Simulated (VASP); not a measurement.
# P (Immm) in VASP: notebook

Runs on P. Level: PBE. Tasks: single point, relaxation of cell and atoms.

All numbers are computed with VASP 6.6.1; they aren't measurements. Logs are shortened: lines on timing, memory, paths and dates and some standing lists are left out, and cuts for length are marked.

**1. The cell of the first run**

The structure is orthorhombic, space group Immm (No. 71). Conventional cell: a = 3.436 Å, b = 5.821 Å, c = 9.743 Å, α = 90.00°, β = 90.00°, γ = 90.00°. Within 2.6 Å of P (site symmetry m2m) lie 3 P at 1.99 to 2.05 Å. Within 2.7 Å of P (site symmetry m) lie 4 P at 2.05 to 2.11 Å.

The cell was built from a structure type or drawn by symmetry, and may not be a known phase.

**2. Single point, PBE**

INCAR reads:

```
PREC = Accurate
ENCUT = 520
EDIFF = 1E-6
ISMEAR = 0
SIGMA = 0.1
LREAL = F
LASPH = T
NELM = 60
ALGO = Normal
ISIF = 2
LWAVE = F
LCHARG = F
GGA = PE
NBANDS = 24
```

KPOINTS reads:

```
regular mesh
0
Gamma
  6 6 6
```

POSCAR reads:

```
P
1.0
   -1.7180874500      2.9107036600      4.8712690300
    1.7180874500     -2.9107036600      4.8712690300
    1.7180874500      2.9107036600     -4.8712690300
P
6
Direct
    0.3290336300      0.0000000000      0.3290336300
    0.6709663700      0.0000000000      0.6709663700
    0.8915721100      0.2101918600      0.6813802500
    0.4711883900      0.7898081400      0.6813802500
    0.5288116100      0.2101918600      0.3186197500
    0.1084278900      0.7898081400      0.3186197500
```

Potentials or basis: VASP PAW PBE potentials, release 64 (P).

On the command line:

```bash
> cat potpaw_PBE.64/P/POTCAR > POTCAR
> mpirun -np 1 vasp_std > vasp.out
```

OUTCAR:

```text
PREC = Accurate
   ENCUT = 520
   EDIFF = 1E-6
   ISMEAR = 0
   LREAL = F
   LASPH = T
   NELM = 60
   ISIF = 2
   GGA = PE

 ion  position               nearest neighbor table
   1  0.329  0.000  0.329-   2 1.99   5 2.05   6 2.05   4 2.90   3 2.90
   2  0.671  0.000  0.671-   1 1.99   4 2.05   3 2.05   5 2.90   6 2.90
   3  0.892  0.210  0.681-   6 2.05   6 2.05   2 2.05   5 2.11   1 2.90
   4  0.471  0.790  0.681-   5 2.05   5 2.05   2 2.05   6 2.11   1 2.90
   5  0.529  0.210  0.319-   4 2.05   4 2.05   1 2.05   3 2.11   2 2.90
   6  0.108  0.790  0.319-   3 2.05   3 2.05   1 2.05   4 2.11   2 2.90

  LATTYP: Found a body centered orthorhombic cell.
 ALAT       =     3.4361749000
 B/A-ratio  =     1.6941533797
 C/A-ratio  =     2.8352858465

  Lattice vectors:

 A1 = (  -1.7180874500,   2.9107036600,   4.8712690300)
 A2 = (   1.7180874500,  -2.9107036600,   4.8712690300)
 A3 = (   1.7180874500,   2.9107036600,  -4.8712690300)

Analysis of symmetry for initial positions (statically):
=====================================================================
 Subroutine PRICEL returns:
 Original cell was already a primitive cell.

 Routine SETGRP: Setting up the symmetry group for a
 body centered orthorhombic supercell.

 Subroutine GETGRP returns: Found  8 space group operations
 (whereof  8 operations were pure point group operations)
 out of a pool of  8 trial point group operations.

The static configuration has the point symmetry D_2h.

Analysis of symmetry for dynamics (positions and initial velocities):
=====================================================================
 Subroutine PRICEL returns:
 Original cell was already a primitive cell.

 Routine SETGRP: Setting up the symmetry group for a
 body centered orthorhombic supercell.

 Subroutine GETGRP returns: Found  8 space group operations
 (whereof  8 operations were pure point group operations)
 out of a pool of  8 trial point group operations.

The dynamic configuration has the point symmetry D_2h.

 Subroutine INISYM returns: Found  8 space group operations
 (whereof  8 operations are pure point group operations),
 and found     1 'primitive' translations

----------------------------------------------------------------------------------------

                                     Primitive cell

  volume of cell :      97.4418

  direct lattice vectors                    reciprocal lattice vectors
    -1.718087450  2.910703660  4.871269030     0.000000000  0.171779768  0.102642658
     1.718087450 -2.910703660  4.871269030     0.291021275  0.000000000  0.102642658
     1.718087450  2.910703660 -4.871269030     0.291021275  0.171779768  0.000000000

  length of vectors
     5.929020344  5.929020344  5.929020344     0.200109480  0.308591798  0.337937378

  position of ions in fractional coordinates (direct lattice)
     0.329033630  0.000000000  0.329033630
     0.670966370  0.000000000  0.670966370
     0.891572110  0.210191860  0.681380250
     0.471188390  0.789808140  0.681380250
     0.528811610  0.210191860  0.318619750
     0.108427890  0.789808140  0.318619750

  ion indices of the primitive-cell ions
   primitive index   ion index
                 1           1
                 2           2
                 3           3
                 4           4
                 5           5
                 6           6

----------------------------------------------------------------------------------------

 KPOINTS: regular mesh

Automatic generation of k-mesh.
 Grid dimensions read from file:
 generate k-points for:    6    6    6

 Generating k-lattice:

  Cartesian coordinates                     Fractional coordinates (reciprocal lattice)
     0.000000000  0.028629961  0.017107110     0.166666667  0.000000000  0.000000000
     0.048503546  0.000000000  0.017107110     0.000000000  0.166666667  0.000000000
     0.048503546  0.028629961  0.000000000     0.000000000  0.000000000  0.166666667

  Length of vectors
     0.033351580  0.051431966  0.056322896

  Shift w.r.t. Gamma in fractional coordinates (k-lattice)
     0.000000000  0.000000000  0.000000000

 Subroutine IBZKPT returns following result:
 ===========================================

 Found     46 irreducible k-points:

 Following reciprocal coordinates:
            Coordinates               Weight
  0.000000  0.000000  0.000000      1.000000
  0.166667  0.000000 -0.000000      4.000000
  0.333333  0.000000  0.000000      4.000000
  0.500000  0.000000  0.000000      2.000000
  0.000000  0.166667 -0.000000      4.000000
  0.166667  0.166667 -0.000000      8.000000
[... 16 lines left out ...]
 -0.166667  0.166667  0.166667      2.000000
  0.166667  0.333333  0.166667      4.000000
 [... further k-points ...]
   k-points           NKPTS =     46   k-points in BZ     NKDIM =     46   number of bands    NBANDS=     24
   number of dos      NEDOS =    301   number of ions     NIONS =      6
   total plane-waves  NPLWV = 110592
   dimension x,y,z NGX =    48 NGY =   48 NGZ =   48
   dimension x,y,z NGXF=    96 NGYF=   96 NGZF=   96
   ions per type =               6
   NGX,Y,Z   is equivalent  to a cutoff of  13.46, 13.46, 13.46 a.u.
   NGXF,Y,Z  is equivalent  to a cutoff of  26.92, 26.92, 26.92 a.u.
 SYSTEM =  unknown system
   PREC   = accura    normal or accurate (medium, high low for compatibility)
   ISTART =      0    job   : 0-new  1-cont  2-samecut
   ICHARG =      2    charge: 1-file 2-atom 10-const
   ISPIN  =      1    spin polarized calculation?
   LNONCOLLINEAR =      F non collinear calculations
   LSORBIT =      F    spin-orbit coupling
   LASPH  =      T    aspherical Exc in radial PAW
   ENCUT  =  520.0 eV  38.22 Ry    6.18 a.u.  11.02 11.02 11.02*2*pi/ulx,y,z
   NELM   =     60;   NELMIN=  2; NELMDL= -5     # of ELM steps
   EDIFF  = 0.1E-05   stopping-criterion for ELM
   LREAL  =      F    real-space projection
   EDIFFG = 0.1E-04   stopping-criterion for IOM
   NSW    =      0    number of steps for IOM
   IBRION =     -1    ionic relax: 0-MD 1-quasi-New 2-CG
   NFREE  =      0    steps in history (QN), initial steepest desc. (CG)
   ISIF   =      2    stress and relaxation
   ISYM   =      2    0-nonsym 1-usesym 2-fastsym
   POTIM  = 0.5000    time-step for ionic-motion
   TEBEG  =    0.0;   TEEND  =   0.0 temperature during run
   PSTRESS=    0.0 pullay stress
   NELECT =      30.0000    total number of electrons
   NUPDOWN=      -1.0000    fix difference up-down
   EMIN   =  10.00;   EMAX   =-10.00  energy-range for DOS
   EFERMI =   0.00;   METHOD = LEGACY
   ISMEAR =     0;   SIGMA  =   0.10  broadening in eV -4-tet -1-fermi 0-gaus
   EFERMI_NEDOS =   21; number of points for ismear=-14 and -15
   IALGO  =     38    algorithm
   IMIX   =      4    mixing-type and parameters
     AMIX     =   0.40;   BMIX     =  1.00
     AMIX_MAG =   1.60;   BMIX_MAG =  1.00
  volume/ion in A,a.u.               =      16.24       109.59
  Fermi-wavevector in a.u.,A,eV,Ry     =   1.105436  2.088970 16.626155  1.221988
  Thomas-Fermi vector in A             =   2.241923
   LORBIT       =      0    0 simple, 1 ext, 2 COOP (PROOUT), +10 PAW based schemes
   GGA     = PE    functional components
   LHFCALC =     F    Hartree Fock is set to
   AEXX    =    0.0000 exact exchange contribution
   IVDW    =     0    specifies the selected vdW correction
   LEPSILON=     F    determine dielectric tensor
   LRPA    =     F    only Hartree local field effects (RPA)
 non-spin polarized calculation
 Gauss-broadening in eV      SIGMA  =   0.10
  energy-cutoff  :      520.00
  volume of cell :       97.44
 maximum number of plane-waves:      2644
 NGX is ok and might be reduce to    48
   NGX = 23   NGY = 23   NGZ = 23

 number of electron      30.0000000 magnetization

 Free energy of the ion-electron system (eV)
  ---------------------------------------------------
  ext. energy  EPLUGINS =         0.00000000
  ---------------------------------------------------
  free energy    TOTEN  =       -25.36552392 eV

  energy without entropy =      -25.34409075  energy(sigma->0) =      -25.35480734

 E-fermi :   8.4395     XC(G=0): -10.3092

 val. band max:        8.4341841371   @ k =   0.0000   0.1667  -0.0000
 cond. band min:       8.4502060555   @ k =  -0.1667  -0.1667   0.1667
 fundamental gap:      0.0160219184
 Fermi energy:         8.4394778178

 k-point     1 :       0.0000    0.0000    0.0000
  band No.  band energies     occupation
      1      -9.8680      2.00000
      2      -6.4176      2.00000
      3      -5.1060      2.00000
      4      -4.9841      2.00000
      5      -3.4008      2.00000
      6      -0.2060      2.00000
[... 16 lines left out ...]
     23      13.3137      0.00000
     24      14.2177      0.00000

 k-point     2 :       0.1667    0.0000   -0.0000
  band No.  band energies     occupation
      1      -9.7528      2.00000
      2      -6.9628      2.00000
      3      -5.4237      2.00000
      4      -4.3040      2.00000
      5      -3.0883      2.00000
      6      -0.0512      2.00000
[... 16 lines left out ...]
     23      12.7023      0.00000
     24      13.8090      0.00000

 k-point     3 :       0.3333    0.0000    0.0000
  band No.  band energies     occupation
      1      -9.4285      2.00000
      2      -7.8221      2.00000
      3      -5.5679      2.00000
      4      -4.0088      2.00000
      5      -1.9330      2.00000
      6       0.3956      2.00000
[... 16 lines left out ...]
     23      12.6468      0.00000
     24      14.0224      0.00000
[... 514 lines left out ...]
 k-point    23 :      -0.1667    0.1667    0.1667
  band No.  band energies     occupation
      1      -8.9715      2.00000
      2      -5.6185      2.00000
      3      -5.2031      2.00000
      4      -4.4886      2.00000
      5      -3.4896      2.00000
      6      -0.9795      2.00000
[... 16 lines left out ...]
     23      13.0133      0.00000
     24      13.8840      0.00000

 k-point    24 :       0.1667    0.3333    0.1667
  band No.  band energies     occupation
      1      -8.1273      2.00000
      2      -6.6557      2.00000
      3      -4.8950      2.00000
      4      -4.3001      2.00000
      5      -3.6472      2.00000
      6      -0.9366      2.00000
[... 16 lines left out ...]
     23      14.6378      0.00000
     24      14.8793      0.00000

 [... further k-points ...]

------------------------ aborting loop because EDIFF is reached ----------------------------------------

  FORCE on cell =-STRESS in cart. coord.  units (eV):
  Direction    XX          YY          ZZ          XY          YZ          ZX
  --------------------------------------------------------------------------------------
  -------------------------------------------------------------------------------------
  Total       11.1908607     20.2829371     33.2158013     -0.0000000      0.0000000      0.0000000
  in kB      184.0046110    333.5001711    546.1475025     -0.0000000      0.0000000      0.0000000
  external PRESSURE =     354.5507616 kB  Pullay stress =       0.0000000 kB

 VOLUME and BASIS-vectors are now :
 -----------------------------------------------------------------------------
  energy-cutoff  :      520.00
  volume of cell :       97.44
      direct lattice vectors                 reciprocal lattice vectors
    -1.718087450  2.910703660  4.871269030     0.000000000  0.171779768  0.102642658
     1.718087450 -2.910703660  4.871269030     0.291021275  0.000000000  0.102642658
     1.718087450  2.910703660 -4.871269030     0.291021275  0.171779768  0.000000000

 POSITION                                       TOTAL-FORCE (eV/Angst)
 -----------------------------------------------------------------------------------
      0.00000      1.91544      0.00000        -0.000000     -3.839505     -0.000000
      0.00000      3.90597      0.00000         0.000000      3.839505     -0.000000
      0.00000      3.96659      2.04780         0.000000     -0.514357      1.317044
      1.71809      1.05589      2.82347        -0.000000     -0.514357     -1.317044
      0.00000      1.85482      2.04780         0.000000      0.514357      1.317044
      1.71809     -1.05589      2.82347        -0.000000      0.514357     -1.317044
 -----------------------------------------------------------------------------------
    total drift:                               -0.000000     -0.000000     -0.000000

  FREE ENERGIE OF THE ION-ELECTRON SYSTEM (eV)
  ---------------------------------------------------
  free  energy   TOTEN  =       -25.3655239212 eV

  energy  without entropy=      -25.3440907532  energy(sigma->0) =      -25.35480734
```

Run time: 75 s. Hardware: 1 thread of Intel Xeon 6975P-C (Granite Rapids), shared host; peak memory 0.33 GiB.

What came out:

- Free energy: -25.3655 eV
- Pressure: 35.5 GPa
- Largest force: 3.840 eV/Å
- Band gap on the k mesh: zero (bands 15 and 16 overlap by 1.09 eV)

Forces on the atoms (eV/Å):
```
P    0.000 -3.840  0.000
P    0.000  3.840  0.000
P    0.000 -0.514  1.317
P    0.000 -0.514 -1.317
P    0.000  0.514  1.317
P    0.000  0.514 -1.317
```

Stress tensor (GPa, compression positive):
```
18.40  0.00  0.00
 0.00 33.35  0.00
 0.00  0.00 54.61
```

Caveat: the cell stands under pressure; forces of over 1 eV/Å act on the atoms, so gaps and moduli don't describe the material at rest.

(Part 1 of 2 ends here.)
